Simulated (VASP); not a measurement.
# KCl (P6_3/mmc) in VASP: notebook

Runs on KCl. Level: r2SCAN. Tasks: single point.

Everything below comes from runs of VASP 6.6.1. Logs are shortened: lines on timing, memory, paths and dates and some standing lists are left out, and cuts for length are marked.

**1. The cell of the first run**

It takes space group P6_3/mmc (No. 194, hexagonal). The conventional cell has a = 5.264 Å, b = 5.264 Å, c = 6.146 Å, α = 90.00°, β = 90.00°, γ = 120.00°. Within 4.0 Å of K (site symmetry -6m2) lie 5 Cl at 3.04 to 3.07 Å. Cl (site symmetry -6m2) has 5 K at 3.04 to 3.07 Å within 4.0 Å.

**2. Single point, r2SCAN (strain -1.5%)**

File POSCAR:

```
KCl
1.0
    5.2636465035      0.0000000000      0.0000000000
   -2.6318232518      4.5584515885      0.0000000000
    0.0000000000      0.0000000000      6.1455798325
K Cl
2 2
Direct
    0.3333333333      0.6666666667     -0.0625000000
    0.6666666667      0.3333333333      0.4375000000
    0.3333333333      0.6666666667      0.4375000000
    0.6666666667      0.3333333333      0.9375000000
```

File INCAR.step1:

```
PREC = Accurate
ENCUT = 520
ISMEAR = 0
SIGMA = 0.01
LREAL = F
LASPH = T
NELM = 80
NBANDS = 24
GGA = PE
ALGO = Normal
EDIFF = 1E-4
LWAVE = T
LCHARG = F
```

File INCAR.step2:

```
PREC = Accurate
ENCUT = 520
EDIFF = 1E-7
ISMEAR = 0
SIGMA = 0.01
LREAL = F
LASPH = T
NELM = 80
ALGO = Normal
ISIF = 2
LWAVE = F
LCHARG = F
METAGGA = R2SCAN
LMIXTAU = T
NBANDS = 24
ISTART = 1
```

File KPOINTS:

```
Automatic mesh
0
Gamma
  6 6 4
```

Potentials or basis: VASP PAW PBE potentials, release 64 (K_sv, Cl).

Launch:

```
cat potpaw_PBE.64/K_sv/POTCAR potpaw_PBE.64/Cl/POTCAR > POTCAR
cp INCAR.step1 INCAR
mpirun -np 1 vasp_std > vasp.out
cp INCAR.step2 INCAR
mpirun -np 1 vasp_std > vasp.out
```

OUTCAR:

```text
PREC = Accurate
   ENCUT = 520
   EDIFF = 1E-7
   ISMEAR = 0
   LREAL = F
   LASPH = T
   NELM = 80
   ISIF = 2
   METAGGA = R2SCAN
   ISTART = 1

 ion  position               nearest neighbor table
   1  0.333  0.667  0.938-   4 3.04   4 3.04   4 3.04   3 3.07   3 3.07
   2  0.667  0.333  0.438-   3 3.04   3 3.04   3 3.04   4 3.07   4 3.07
   3  0.333  0.667  0.438-   2 3.04   2 3.04   2 3.04   1 3.07   1 3.07
   4  0.667  0.333  0.938-   1 3.04   1 3.04   1 3.04   2 3.07   2 3.07

  LATTYP: Found a hexagonal cell.
 ALAT       =     5.2636465035
 C/A-ratio  =     1.1675517777

  Lattice vectors:

 A1 = (   5.2636465035,   0.0000000000,   0.0000000000)
 A2 = (  -2.6318232518,   4.5584515885,   0.0000000000)
 A3 = (   0.0000000000,   0.0000000000,   6.1455798325)

Analysis of symmetry for initial positions (statically):
=====================================================================
 Subroutine PRICEL returns:
 Original cell was already a primitive cell.

 Routine SETGRP: Setting up the symmetry group for a
 hexagonal supercell.

 Subroutine GETGRP returns: Found 24 space group operations
 (whereof  6 operations were pure point group operations)
 out of a pool of 24 trial point group operations.

The static configuration has the point symmetry C_3v.
 The point group associated with its full space group is D_6h.

Analysis of symmetry for dynamics (positions and initial velocities):
=====================================================================
 Subroutine PRICEL returns:
 Original cell was already a primitive cell.

 Routine SETGRP: Setting up the symmetry group for a
 hexagonal supercell.

 Subroutine GETGRP returns: Found 24 space group operations
 (whereof  6 operations were pure point group operations)
 out of a pool of 24 trial point group operations.

The dynamic configuration has the point symmetry C_3v.
 The point group associated with its full space group is D_6h.

 Subroutine INISYM returns: Found 24 space group operations
 (whereof  6 operations are pure point group operations),
 and found     1 'primitive' translations

----------------------------------------------------------------------------------------

                                     Primitive cell

  volume of cell :     147.4575

  direct lattice vectors                    reciprocal lattice vectors
     5.263646504  0.000000000  0.000000000     0.189982363  0.109686368  0.000000000
    -2.631823252  4.558451588  0.000000000     0.000000000  0.219372737  0.000000000
     0.000000000  0.000000000  6.145579833     0.000000000  0.000000000  0.162718576

  length of vectors
     5.263646504  5.263646503  6.145579833     0.219372737  0.219372737  0.162718576

  position of ions in fractional coordinates (direct lattice)
     0.333333333  0.666666667  0.937500000
     0.666666667  0.333333333  0.437500000
     0.333333333  0.666666667  0.437500000
     0.666666667  0.333333333  0.937500000

  ion indices of the primitive-cell ions
   primitive index   ion index
                 1           1
                 2           2
                 3           3
                 4           4

----------------------------------------------------------------------------------------

 KPOINTS: Automatic mesh

Automatic generation of k-mesh.
 Grid dimensions read from file:
 generate k-points for:    6    6    4

 Generating k-lattice:

  Cartesian coordinates                     Fractional coordinates (reciprocal lattice)
     0.031663727  0.018281061  0.000000000     0.166666667  0.000000000  0.000000000
     0.000000000  0.036562123  0.000000000     0.000000000  0.166666667  0.000000000
     0.000000000  0.000000000  0.040679644     0.000000000  0.000000000  0.250000000

  Length of vectors
     0.036562123  0.036562123  0.040679644

  Shift w.r.t. Gamma in fractional coordinates (k-lattice)
     0.000000000  0.000000000  0.000000000

 Subroutine IBZKPT returns following result:
 ===========================================

 Found     21 irreducible k-points:

 Following reciprocal coordinates:
            Coordinates               Weight
  0.000000  0.000000  0.000000      1.000000
  0.166667  0.000000  0.000000      6.000000
  0.333333  0.000000  0.000000      6.000000
  0.500000  0.000000  0.000000      3.000000
  0.166667  0.166667  0.000000      6.000000
  0.333333  0.166667  0.000000     12.000000
[... 13 lines left out ...]
  0.333333  0.166667  0.500000     12.000000
  0.333333  0.333333  0.500000      2.000000
   k-points           NKPTS =     21   k-points in BZ     NKDIM =     21   number of bands    NBANDS=     24
   number of dos      NEDOS =    301   number of ions     NIONS =      4
   total plane-waves  NPLWV =  76800
   dimension x,y,z NGX =    40 NGY =   40 NGZ =   48
   dimension x,y,z NGXF=    80 NGYF=   80 NGZF=   96
   ions per type =               2   2
   NGX,Y,Z   is equivalent  to a cutoff of  12.63, 12.63, 12.98 a.u.
   NGXF,Y,Z  is equivalent  to a cutoff of  25.27, 25.27, 25.97 a.u.
 SYSTEM =  unknown system
   PREC   = accura    normal or accurate (medium, high low for compatibility)
   ISTART =      1    job   : 0-new  1-cont  2-samecut
   ICHARG =      0    charge: 1-file 2-atom 10-const
   ISPIN  =      1    spin polarized calculation?
   LNONCOLLINEAR =      F non collinear calculations
   LSORBIT =      F    spin-orbit coupling
   LASPH  =      T    aspherical Exc in radial PAW
   ENCUT  =  520.0 eV  38.22 Ry    6.18 a.u.   9.79  9.79 11.43*2*pi/ulx,y,z
   NELM   =     80;   NELMIN=  2; NELMDL=  0     # of ELM steps
   EDIFF  = 0.1E-06   stopping-criterion for ELM
   LREAL  =      F    real-space projection
   EDIFFG = 0.1E-05   stopping-criterion for IOM
   NSW    =      0    number of steps for IOM
   IBRION =     -1    ionic relax: 0-MD 1-quasi-New 2-CG
   NFREE  =      0    steps in history (QN), initial steepest desc. (CG)
   ISIF   =      2    stress and relaxation
   ISYM   =      2    0-nonsym 1-usesym 2-fastsym
   POTIM  = 0.5000    time-step for ionic-motion
   TEBEG  =    0.0;   TEEND  =   0.0 temperature during run
   PSTRESS=    0.0 pullay stress
   NELECT =      32.0000    total number of electrons
   NUPDOWN=      -1.0000    fix difference up-down
   EMIN   =  10.00;   EMAX   =-10.00  energy-range for DOS
   EFERMI =   0.00;   METHOD = LEGACY
   ISMEAR =     0;   SIGMA  =   0.01  broadening in eV -4-tet -1-fermi 0-gaus
   EFERMI_NEDOS =   21; number of points for ismear=-14 and -15
   IALGO  =     38    algorithm
   IMIX   =      4    mixing-type and parameters
     AMIX     =   0.40;   BMIX     =  1.00
     AMIX_MAG =   1.60;   BMIX_MAG =  1.00
  volume/ion in A,a.u.               =      36.86       248.77
  Fermi-wavevector in a.u.,A,eV,Ry     =   0.983790  1.859094 13.168307  0.967843
  Thomas-Fermi vector in A             =   2.114975
   LORBIT       =      0    0 simple, 1 ext, 2 COOP (PROOUT), +10 PAW based schemes
   METAGGA = R2SCAN    functional components
   LHFCALC =     F    Hartree Fock is set to
   AEXX    =    0.0000 exact exchange contribution
   IVDW    =     0    specifies the selected vdW correction
   LEPSILON=     F    determine dielectric tensor
   LRPA    =     F    only Hartree local field effects (RPA)
 non-spin polarized calculation
 Gauss-broadening in eV      SIGMA  =   0.01
  energy-cutoff  :      520.00
  volume of cell :      147.46
 maximum number of plane-waves:      3990
 NGX is ok and might be reduce to    40
   NGX = 19   NGY = 19   NGZ = 23

 number of electron      32.0000003 magnetization

 Free energy of the ion-electron system (eV)
  ---------------------------------------------------
  ext. energy  EPLUGINS =         0.00000000
  ---------------------------------------------------
  free energy    TOTEN  =       -32.72796616 eV

  energy without entropy =      -32.72796616  energy(sigma->0) =      -32.72796616

 E-fermi :  -2.8412     XC(G=0):  -7.0147

 val. band max:       -2.8872226111   @ k =   0.0000   0.0000   0.0000
 cond. band min:       2.5399151943   @ k =   0.0000   0.0000   0.0000
 fundamental gap:      5.4271378055
 Fermi energy:        -2.8411604911

 k-point     1 :       0.0000    0.0000    0.0000
  band No.  band energies     occupation
      1     -31.2058      2.00000
      2     -31.1904      2.00000
      3     -15.5539      2.00000
      4     -15.4583      2.00000
      5     -14.0335      2.00000
      6     -13.9874      2.00000
[... 16 lines left out ...]
     23       7.0296      0.00000
     24       7.2753      0.00000

 k-point     2 :       0.1667    0.0000    0.0000
  band No.  band energies     occupation
      1     -31.2046      2.00000
      2     -31.1910      2.00000
      3     -15.5844      2.00000
      4     -15.5039      2.00000
      5     -14.0243      2.00000
      6     -13.9926      2.00000
[... 16 lines left out ...]
     23       7.0615      0.00000
     24       7.2960      0.00000

 k-point     3 :       0.3333    0.0000    0.0000
  band No.  band energies     occupation
      1     -31.2016      2.00000
      2     -31.1928      2.00000
      3     -15.6380      2.00000
      4     -15.5901      2.00000
      5     -14.0024      2.00000
      6     -14.0011      2.00000
[... 16 lines left out ...]
     23       7.2678      0.00000
     24       7.4731      0.00000
[... 433 lines left out ...]
 k-point    20 :       0.3333    0.1667    0.5000
  band No.  band energies     occupation
      1     -31.1967      2.00000
      2     -31.1967      2.00000
      3     -15.7491      2.00000
      4     -15.7491      2.00000
      5     -13.9745      2.00000
      6     -13.9745      2.00000
[... 16 lines left out ...]
     23       7.2596      0.00000
     24       7.2596      0.00000

 k-point    21 :       0.3333    0.3333    0.5000
  band No.  band energies     occupation
      1     -31.1965      2.00000
      2     -31.1965      2.00000
      3     -15.7628      2.00000
      4     -15.7628      2.00000
      5     -13.9804      2.00000
      6     -13.9804      2.00000
[... 16 lines left out ...]
     23       7.3007      0.00000
     24       7.3007      0.00000

------------------------ aborting loop because EDIFF is reached ----------------------------------------

  FORCE on cell =-STRESS in cart. coord.  units (eV):
  Direction    XX          YY          ZZ          XY          YZ          ZX
  --------------------------------------------------------------------------------------
  -------------------------------------------------------------------------------------
  Total        0.6275823      0.6275823      0.7856740     -0.0000000      0.0000000      0.0000000
  in kB        6.8189003      6.8189003      8.5366219     -0.0000000      0.0000000      0.0000000
  external PRESSURE =       7.3914742 kB  Pullay stress =       0.0000000 kB

 VOLUME and BASIS-vectors are now :
 -----------------------------------------------------------------------------
  energy-cutoff  :      520.00
  volume of cell :      147.46
      direct lattice vectors                 reciprocal lattice vectors
     5.263646504  0.000000000  0.000000000     0.189982363  0.109686368  0.000000000
    -2.631823252  4.558451588  0.000000000     0.000000000  0.219372737  0.000000000
     0.000000000  0.000000000  6.145579833     0.000000000  0.000000000  0.162718576

 POSITION                                       TOTAL-FORCE (eV/Angst)
 -----------------------------------------------------------------------------------
     -0.00000      3.03897      5.76148        -0.000000     -0.000000     -0.000000
      2.63182      1.51948      2.68869         0.000000      0.000000     -0.000000
     -0.00000      3.03897      2.68869        -0.000000      0.000000      0.000000
      2.63182      1.51948      5.76148         0.000000     -0.000000      0.000000
 -----------------------------------------------------------------------------------
    total drift:                               -0.000000      0.000000      0.000000

  FREE ENERGIE OF THE ION-ELECTRON SYSTEM (eV)
  ---------------------------------------------------
  free  energy   TOTEN  =       -32.7279661638 eV

  energy  without entropy=      -32.7279661638  energy(sigma->0) =      -32.72796616
```

Run time: 5.1 min. Hardware: 1 thread of AMD EPYC 9R45 (Zen 5), shared host; peak memory 0.29 GiB.

What came out:

```
Free energy            : -32.7280 eV
Pressure               : 0.7 GPa
Band gap on the k mesh : 5.43 eV, direct
```

Stress tensor (GPa, compression positive):
```
0.68 0.00 0.00
0.00 0.68 0.00
0.00 0.00 0.85
```

Levels at points of the mesh, in eV from the valence-band top:
| k point | band 13 | band 14 | band 15 | band 16 | band 17 | band 18 | band 19 | band 20 |
| --- | --- | --- | --- | --- | --- | --- | --- | --- |
| (0.00, 0.00, 0.00) | -0.47 | -0.32 | -0.32 | 0.00 | 5.43 | 8.88 | 8.88 | 8.99 |
| (0.50, 0.00, 0.00) | -0.45 | -0.40 | -0.22 | -0.15 | 6.97 | 7.86 | 8.17 | 8.31 |
| (0.00, 0.00, 0.50) | -0.41 | -0.41 | -0.41 | -0.41 | 6.73 | 6.73 | 10.27 | 10.27 |
| (0.50, 0.00, 0.50) | -0.33 | -0.33 | -0.31 | -0.31 | 7.43 | 7.43 | 9.64 | 9.64 |

Caveat: the cell differs from its parent crystal (strain -1.5%); the PAW data sets were made with another functional, which shifts forces and pressure a little. A k mesh can miss the band edges.

**3. Single point, r2SCAN (epitaxial xy strain -0.5%)**

File POSCAR:

```
KCl
1.0
    5.3170845390      0.0000000000      0.0000000000
   -2.6585422695      4.6047302849      0.0000000000
    0.0000000000      0.0000000000      6.2488721387
K Cl
2 2
Direct
    0.3333333333      0.6666666667     -0.0625000000
    0.6666666667      0.3333333333      0.4375000000
    0.3333333333      0.6666666667      0.4375000000
    0.6666666667      0.3333333333      0.9375000000
```

File INCAR.step1:

```
SYSTEM = KCl
  PREC = Accurate
  ENCUT = 520
  ISMEAR = 0
  SIGMA = 0.01
  LREAL = .FALSE.
  LASPH = .TRUE.
  NELM = 60
  NBANDS = 24
  GGA = PE
  ALGO = Normal
  EDIFF = 1E-4
  LWAVE = .TRUE.
  LCHARG = .FALSE.
```

File INCAR.step2:

```
SYSTEM = KCl
  PREC = Accurate
  ENCUT = 520
  EDIFF = 1E-6
  ISMEAR = 0
  SIGMA = 0.01
  LREAL = .FALSE.
  LASPH = .TRUE.
  NELM = 60
  ALGO = Normal
  ISIF = 2
  LWAVE = .FALSE.
  LCHARG = .FALSE.
  METAGGA = R2SCAN
  LMIXTAU = .TRUE.
  NBANDS = 24
  ISTART = 1
```

File KPOINTS:

```
regular mesh
0
G
  6 6 4
  0 0 0
```

Potentials or basis: VASP PAW PBE potentials, release 64 (K_sv, Cl).

Launch:

```
cat potpaw_PBE.64/K_sv/POTCAR potpaw_PBE.64/Cl/POTCAR > POTCAR
cp INCAR.step1 INCAR
mpirun -np 1 vasp_std > vasp.out
cp INCAR.step2 INCAR
mpirun -np 1 vasp_std > vasp.out
```

Run time: 3.9 min. Hardware: 1 thread of AMD EPYC 9R45 (Zen 5), shared host; peak memory 0.29 GiB.

Results (log left out):

| Property | Result |
| --- | --- |
| Free energy | -32.7441 eV |
| Pressure | 0.1 GPa |
| Band gap on the k mesh | 5.37 eV, direct |

Stress tensor (GPa, compression positive):
```
 0.17  0.00  0.00
 0.00  0.17  0.00
 0.00  0.00 -0.02
```

Levels at points of the mesh, in eV from the valence-band top:
```tsv
k point	band 13	band 14	band 15	band 16	band 17	band 18	band 19	band 20
(0.00, 0.00, 0.00)	-0.43	-0.29	-0.29	0.00	5.37	8.86	8.89	8.89
(0.50, 0.00, 0.00)	-0.41	-0.39	-0.21	-0.14	6.95	7.85	8.13	8.19
(0.00, 0.00, 0.50)	-0.38	-0.38	-0.38	-0.38	6.65	6.65	10.20	10.20
(0.50, 0.00, 0.50)	-0.31	-0.31	-0.28	-0.28	7.40	7.40	9.45	9.45
```

Caveat: the cell differs from its parent crystal (epitaxial xy strain -0.5%); the PAW data sets were made with another functional, which shifts forces and pressure a little.
